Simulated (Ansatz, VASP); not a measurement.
## W: VASP beside Ansatz

```
CELL_PARAMETERS angstrom
0.00000 1.99900 1.99900
1.99900 0.00000 1.99900
1.99900 1.99900 0.00000
ATOMIC_POSITIONS crystal
W 0.00000 0.00000 0.00000
```

Alike in both runs: functional PBEsol; k mesh 18 × 18 × 18; occupations gaussian, width 0.1 eV; no spin polarisation.

Ansatz relaxed the structure, and its values are those at the end. VASP's run is a single point on that final structure, the one shown.

|  | VASP | Ansatz |
| --- | --- | --- |
| version | VASP 6.6.1 | Ansatz 0.2.0 |
| potentials or method | VASP PAW PBE potentials, release 64 (W_sv), cutoff 500 eV | scalar-relativistic, plane waves, PAW |
| valence electrons in the cell | 14 | 14 |

Ansatz gave:

| Property | Result |
| --- | --- |
| gap on the k mesh at the Fermi level (eV) | none |
| pressure (GPa) | 0.0 |

Task: Which values does VASP return?

Result: gap on the k mesh at the Fermi level (eV): none; pressure (GPa): 0.7.

VASP's potentials were made for PBE, not for PBEsol. A gap of «none» marks a metal or a gap that the smearing closes.

Spin-orbit coupling is off throughout.
